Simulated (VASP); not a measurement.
# Pb2O (Pn-3m) in VASP: single point with PBE

Aim: the single point of Pb2O with PBE.

All numbers are computed with VASP 6.6.1; they aren't measurements. Logs are shortened: lines on timing, memory, paths and dates and some standing lists are left out, and cuts for length are marked.

### 1 The cell of the first run

Symmetry: Pn-3m, No. 224, cubic system. The conventional cell has a = 5.380 Å, b = 5.380 Å, c = 5.380 Å, α = 90.00°, β = 90.00°, γ = 90.00°. Within 3.1 Å of Pb (site symmetry -3m) lie 2 O at 2.33 Å. Within 3.1 Å of O (site symmetry -43m) lie 4 Pb at 2.33 Å.

### 2 Single point, PBE

The input, INCAR:

```
PREC = Accurate ; ENCUT = 520
EDIFF = 1E-6 ; ISMEAR = -1
SIGMA = 0.05 ; LREAL = F
LASPH = T ; NELM = 80
ALGO = Normal ; ISIF = 2
LWAVE = F ; LCHARG = T
GGA = PE ; LELF = T
LVHAR = T ; NBANDS = 43
```

The input, KPOINTS:

```
regular mesh
0
Gamma
  6 6 6
```

The input, POSCAR:

```
Pb2O
1.0
    5.3800000000      0.0000000000      0.0000000000
    0.0000000000      5.3800000000      0.0000000000
    0.0000000000      0.0000000000      5.3800000000
Pb O
4 2
Direct
    0.2500000000      0.2500000000      0.2500000000
    0.7500000000      0.7500000000      0.2500000000
    0.2500000000      0.7500000000      0.7500000000
    0.7500000000      0.2500000000      0.7500000000
    0.0000000000      0.0000000000      0.0000000000
    0.5000000000      0.5000000000      0.5000000000
```

Potentials or basis: VASP PAW PBE potentials, release 64 (Pb_d, O).

Started as:

```sh
cat potpaw_PBE.64/Pb_d/POTCAR potpaw_PBE.64/O/POTCAR > POTCAR
mpirun -np 1 vasp_std > vasp.out
```

OUTCAR:

```text
PREC = Accurate
   ENCUT = 520
   EDIFF = 1E-6
   ISMEAR = -1
   LREAL = F
   LASPH = T
   NELM = 80
   ISIF = 2
   GGA = PE

 ion  position               nearest neighbor table
   1  0.250  0.250  0.250-   5 2.33   6 2.33   4 3.80   2 3.80   3 3.80   3 3.80   4 3.80   2 3.80
                             3 3.80   3 3.80   2 3.80   4 3.80   4 3.80   2 3.80
   2  0.750  0.750  0.250-   5 2.33   6 2.33   4 3.80   1 3.80   3 3.80   3 3.80   4 3.80   1 3.80
                             4 3.80   4 3.80   1 3.80   3 3.80   3 3.80   1 3.80
   3  0.250  0.750  0.750-   5 2.33   6 2.33   4 3.80   1 3.80   2 3.80   1 3.80   2 3.80   1 3.80
                             4 3.80   1 3.80   2 3.80   4 3.80   2 3.80   4 3.80
   4  0.750  0.250  0.750-   5 2.33   6 2.33   3 3.80   1 3.80   2 3.80   1 3.80   2 3.80   2 3.80
                             3 3.80   2 3.80   1 3.80   3 3.80   1 3.80   3 3.80
   5  0.000  0.000  0.000-   1 2.33   2 2.33   3 2.33   4 2.33
   6  0.500  0.500  0.500-   1 2.33   2 2.33   3 2.33   4 2.33

  LATTYP: Found a simple cubic cell.
 ALAT       =     5.3800000000

  Lattice vectors:

 A1 = (   5.3800000000,   0.0000000000,   0.0000000000)
 A2 = (   0.0000000000,   5.3800000000,   0.0000000000)
 A3 = (   0.0000000000,   0.0000000000,   5.3800000000)

Analysis of symmetry for initial positions (statically):
=====================================================================
 Subroutine PRICEL returns:
 Original cell was already a primitive cell.

 Routine SETGRP: Setting up the symmetry group for a
 simple cubic supercell.

 Subroutine GETGRP returns: Found 48 space group operations
 (whereof 24 operations were pure point group operations)
 out of a pool of 48 trial point group operations.

The static configuration has the point symmetry T_d .
 The point group associated with its full space group is O_h .

Analysis of symmetry for dynamics (positions and initial velocities):
=====================================================================
 Subroutine PRICEL returns:
 Original cell was already a primitive cell.

 Routine SETGRP: Setting up the symmetry group for a
 simple cubic supercell.

 Subroutine GETGRP returns: Found 48 space group operations
 (whereof 24 operations were pure point group operations)
 out of a pool of 48 trial point group operations.

The dynamic configuration has the point symmetry T_d .
 The point group associated with its full space group is O_h .

 Subroutine INISYM returns: Found 48 space group operations
 (whereof 24 operations are pure point group operations),
 and found     1 'primitive' translations

----------------------------------------------------------------------------------------

                                     Primitive cell

  volume of cell :     155.7209

  direct lattice vectors                    reciprocal lattice vectors
     5.380000000  0.000000000  0.000000000     0.185873606  0.000000000  0.000000000
     0.000000000  5.380000000  0.000000000     0.000000000  0.185873606  0.000000000
     0.000000000  0.000000000  5.380000000     0.000000000  0.000000000  0.185873606

  length of vectors
     5.380000000  5.380000000  5.380000000     0.185873606  0.185873606  0.185873606

  position of ions in fractional coordinates (direct lattice)
     0.250000000  0.250000000  0.250000000
     0.750000000  0.750000000  0.250000000
     0.250000000  0.750000000  0.750000000
     0.750000000  0.250000000  0.750000000
     0.000000000  0.000000000  0.000000000
     0.500000000  0.500000000  0.500000000

  ion indices of the primitive-cell ions
   primitive index   ion index
                 1           1
                 2           2
                 3           3
                 4           4
                 5           5
                 6           6

----------------------------------------------------------------------------------------

 KPOINTS: regular mesh

Automatic generation of k-mesh.
 Grid dimensions read from file:
 generate k-points for:    6    6    6

 Generating k-lattice:

  Cartesian coordinates                     Fractional coordinates (reciprocal lattice)
     0.030978934  0.000000000  0.000000000     0.166666667  0.000000000  0.000000000
     0.000000000  0.030978934  0.000000000     0.000000000  0.166666667  0.000000000
     0.000000000  0.000000000  0.030978934     0.000000000  0.000000000  0.166666667

  Length of vectors
     0.030978934  0.030978934  0.030978934

  Shift w.r.t. Gamma in fractional coordinates (k-lattice)
     0.000000000  0.000000000  0.000000000

 Subroutine IBZKPT returns following result:
 ===========================================

 Found     20 irreducible k-points:

 Following reciprocal coordinates:
            Coordinates               Weight
  0.000000  0.000000  0.000000      1.000000
  0.166667  0.000000  0.000000      6.000000
  0.333333  0.000000  0.000000      6.000000
  0.500000  0.000000  0.000000      3.000000
  0.166667  0.166667  0.000000     12.000000
  0.333333  0.166667  0.000000     24.000000
[... 12 lines left out ...]
  0.500000  0.500000  0.333333      6.000000
  0.500000  0.500000  0.500000      1.000000
   k-points           NKPTS =     20   k-points in BZ     NKDIM =     20   number of bands    NBANDS=     43
   number of dos      NEDOS =    301   number of ions     NIONS =      6
   total plane-waves  NPLWV =  64000
   dimension x,y,z NGX =    40 NGY =   40 NGZ =   40
   dimension x,y,z NGXF=    80 NGYF=   80 NGZF=   80
   ions per type =               4   2
   NGX,Y,Z   is equivalent  to a cutoff of  12.36, 12.36, 12.36 a.u.
   NGXF,Y,Z  is equivalent  to a cutoff of  24.72, 24.72, 24.72 a.u.
 SYSTEM =  unknown system
   PREC   = accura    normal or accurate (medium, high low for compatibility)
   ISTART =      0    job   : 0-new  1-cont  2-samecut
   ICHARG =      2    charge: 1-file 2-atom 10-const
   ISPIN  =      1    spin polarized calculation?
   LNONCOLLINEAR =      F non collinear calculations
   LSORBIT =      F    spin-orbit coupling
   LASPH  =      T    aspherical Exc in radial PAW
   ENCUT  =  520.0 eV  38.22 Ry    6.18 a.u.  10.00 10.00 10.00*2*pi/ulx,y,z
   NELM   =     80;   NELMIN=  2; NELMDL= -5     # of ELM steps
   EDIFF  = 0.1E-05   stopping-criterion for ELM
   LREAL  =      F    real-space projection
   EDIFFG = 0.1E-04   stopping-criterion for IOM
   NSW    =      0    number of steps for IOM
   IBRION =     -1    ionic relax: 0-MD 1-quasi-New 2-CG
   NFREE  =      0    steps in history (QN), initial steepest desc. (CG)
   ISIF   =      2    stress and relaxation
   ISYM   =      2    0-nonsym 1-usesym 2-fastsym
   POTIM  = 0.5000    time-step for ionic-motion
   TEBEG  =    0.0;   TEEND  =   0.0 temperature during run
   PSTRESS=    0.0 pullay stress
   NELECT =      68.0000    total number of electrons
   NUPDOWN=      -1.0000    fix difference up-down
   EMIN   =  10.00;   EMAX   =-10.00  energy-range for DOS
   EFERMI =   0.00;   METHOD = LEGACY
   ISMEAR =    -1;   SIGMA  =   0.05  broadening in eV -4-tet -1-fermi 0-gaus
   EFERMI_NEDOS =   21; number of points for ismear=-14 and -15
   IALGO  =     38    algorithm
   IMIX   =      4    mixing-type and parameters
     AMIX     =   0.40;   BMIX     =  1.00
     AMIX_MAG =   1.60;   BMIX_MAG =  1.00
  volume/ion in A,a.u.               =      25.95       175.14
  Fermi-wavevector in a.u.,A,eV,Ry     =   1.242021  2.347079 20.988559  1.542616
  Thomas-Fermi vector in A             =   2.376393
   LORBIT       =      0    0 simple, 1 ext, 2 COOP (PROOUT), +10 PAW based schemes
   GGA     = PE    functional components
   LHFCALC =     F    Hartree Fock is set to
   AEXX    =    0.0000 exact exchange contribution
   IVDW    =     0    specifies the selected vdW correction
   LEPSILON=     F    determine dielectric tensor
   LRPA    =     F    only Hartree local field effects (RPA)
 non-spin polarized calculation
  energy-cutoff  :      520.00
  volume of cell :      155.72
 maximum number of plane-waves:      4224
   NGX = 21   NGY = 21   NGZ = 21

 number of electron      68.0000031 magnetization

 Free energy of the ion-electron system (eV)
  ---------------------------------------------------
  ext. energy  EPLUGINS =         0.00000000
  ---------------------------------------------------
  free energy    TOTEN  =       -26.52172331 eV

  energy without entropy =      -26.50969330  energy(sigma->0) =      -26.51570831

 E-fermi :   4.9905     XC(G=0):  -9.5272

 val. band max:        4.8887849808   @ k =   0.5000   0.5000   0.0000
 cond. band min:       4.9994412649   @ k =   0.5000   0.3333   0.3333
 fundamental gap:      0.1106562841
 Fermi energy:         4.9904898833

 k-point     1 :       0.0000    0.0000    0.0000
  band No.  band energies     occupation
      1     -13.5508      2.00000
      2     -12.3901      2.00000
      3     -11.4939      2.00000
      4     -11.4939      2.00000
      5     -11.4403      2.00000
      6     -11.4403      2.00000
[... 35 lines left out ...]
     42      10.7117      0.00000
     43      10.7117      0.00000

 k-point     2 :       0.1667    0.0000    0.0000
  band No.  band energies     occupation
      1     -13.5002      2.00000
      2     -12.5368      2.00000
      3     -11.4875      2.00000
      4     -11.4811      2.00000
      5     -11.4374      2.00000
      6     -11.4327      2.00000
[... 35 lines left out ...]
     42      10.9987      0.00000
     43      11.0867      0.00000

 k-point     3 :       0.3333    0.0000    0.0000
  band No.  band energies     occupation
      1     -13.3524      2.00000
      2     -12.8292      2.00000
      3     -11.4707      2.00000
      4     -11.4458      2.00000
      5     -11.4388      2.00000
      6     -11.4139      2.00000
[... 35 lines left out ...]
     42      10.1357      0.00000
     43      11.7321      0.00000

 k-point     4 :       0.5000    0.0000    0.0000
  band No.  band energies     occupation
      1     -13.1202      2.00000
      2     -13.1202      2.00000
      3     -11.4511      2.00000
      4     -11.4511      2.00000
      5     -11.4007      2.00000
      6     -11.4007      2.00000
[... 679 lines left out ...]
     42      11.8945      0.00000
     43      11.9326      0.00000

 k-point    19 :       0.5000    0.5000    0.3333
  band No.  band energies     occupation
      1     -13.4932      2.00000
      2     -12.5475      2.00000
      3     -11.4359      2.00000
      4     -11.4359      2.00000
      5     -11.4295      2.00000
      6     -11.4181      2.00000
[... 35 lines left out ...]
     42      12.3241      0.00000
     43      12.4300      0.00000

 k-point    20 :       0.5000    0.5000    0.5000
  band No.  band energies     occupation
      1     -13.5428      2.00000
      2     -12.4049      2.00000
      3     -11.4376      2.00000
      4     -11.4376      2.00000
      5     -11.4376      2.00000
      6     -11.4204      2.00000
[... 35 lines left out ...]
     42      12.7129      0.00000
     43      12.7129      0.00000

------------------------ aborting loop because EDIFF is reached ----------------------------------------

  FORCE on cell =-STRESS in cart. coord.  units (eV):
  Direction    XX          YY          ZZ          XY          YZ          ZX
  --------------------------------------------------------------------------------------
  -------------------------------------------------------------------------------------
  Total        2.7665390      2.7665390      2.7665390      0.0000000     -0.0000000     -0.0000000
  in kB       28.4643033     28.4643033     28.4643033      0.0000000     -0.0000000     -0.0000000
  external PRESSURE =      28.4643033 kB  Pullay stress =       0.0000000 kB

 VOLUME and BASIS-vectors are now :
 -----------------------------------------------------------------------------
  energy-cutoff  :      520.00
  volume of cell :      155.72
      direct lattice vectors                 reciprocal lattice vectors
     5.380000000  0.000000000  0.000000000     0.185873606  0.000000000  0.000000000
     0.000000000  5.380000000  0.000000000     0.000000000  0.185873606  0.000000000
     0.000000000  0.000000000  5.380000000     0.000000000  0.000000000  0.185873606

 POSITION                                       TOTAL-FORCE (eV/Angst)
 -----------------------------------------------------------------------------------
      1.34500      1.34500      1.34500        -0.000000      0.000000      0.000000
      4.03500      4.03500      1.34500         0.000000     -0.000000      0.000000
      1.34500      4.03500      4.03500         0.000000      0.000000     -0.000000
      4.03500      1.34500      4.03500        -0.000000     -0.000000      0.000000
      0.00000      0.00000      0.00000         0.000000      0.000000     -0.000000
      2.69000      2.69000      2.69000         0.000000      0.000000     -0.000000
 -----------------------------------------------------------------------------------
    total drift:                                0.000000      0.000000     -0.000000

  FREE ENERGIE OF THE ION-ELECTRON SYSTEM (eV)
  ---------------------------------------------------
  free  energy   TOTEN  =       -26.5217233091 eV

  energy  without entropy=      -26.5096933022  energy(sigma->0) =      -26.51570831
```

Wall time 1.7 min (1 thread of Intel Xeon Platinum 8559C (Emerald Rapids), shared host); peak memory 0.29 GiB.

What came out:

| Quantity | Value |
| --- | --- |
| Free energy | -26.5217 eV |
| Pressure | 2.8 GPa |
| Band gap on the k mesh | zero (bands 34 and 35 overlap by 0.90 eV) |

Levels at points of the mesh, in eV from the Fermi level:
| k point | band 32 | band 33 | band 34 | band 35 | band 36 | band 37 |
| --- | --- | --- | --- | --- | --- | --- |
| (0.00, 0.00, 0.00) | -0.52 | -0.52 | -0.52 | 2.14 | 2.14 | 2.14 |
| (0.50, 0.00, 0.00) | -0.93 | -0.55 | -0.55 | 1.08 | 1.08 | 1.98 |
| (0.50, 0.50, 0.00) | -1.19 | -0.10 | -0.10 | 1.48 | 1.48 | 1.98 |
| (0.50, 0.50, 0.50) | -0.83 | -0.81 | -0.81 | -0.81 | 1.40 | 4.68 |

Caveat: spin-orbit coupling is left out, which moves the levels of the heavy elements.
